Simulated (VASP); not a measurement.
WC, 2 atoms in the cell. Symmetry: Pm, No. 6, monoclinic system. The conventional cell has a = 2.901 Å, b = 2.829 Å, c = 2.901 Å, α = 90.00°, β = 120.00°, γ = 90.00°. W (site symmetry m) has 6 C at 2.17 to 2.21 Å and 8 W at 2.83 to 2.90 Å within 3.0 Å. Within 3.0 Å of C (site symmetry m) lie 6 W at 2.17 to 2.21 Å and 8 C at 2.83 to 2.90 Å.  This cell differs from its parent crystal: all W atoms moved +0.025 Å, as atom 1 along Cartesian [1 1 0].

```yaml
Program: VASP 6.6.1
Task: single point
Functional: PBE
Potentials_or_basis: VASP PAW PBE potentials, release 64 (W_sv, C)
Cutoff: 520 eV
k_mesh: 18 × 18 × 16
Occupations: gaussian, width 0.15 eV
Spin: no spin polarisation
Dipole_correction: no
Further_INCAR_settings: ALGO = Normal; EDIFF = 1e-07; NBANDS = 16
```

Potentials or basis: VASP PAW PBE potentials, release 64 (W_sv, C).

Launch:

```sh
$ cat potpaw_PBE.64/W_sv/POTCAR potpaw_PBE.64/C/POTCAR > POTCAR
$ mpirun -np 1 vasp_std > vasp.out
```

Hardware: 1 thread of AMD EPYC 9R45 96-Core Processor (Zen 5), with other jobs on the host.

**Question.** Estimate the wall time of this run.

**Answer.** Run time: 3.9 min on 1 thread of AMD EPYC 9R45 96-Core Processor (Zen 5) (shared host), peak memory 0.53 GiB. Counts: scf iterations 13, k points 1476.
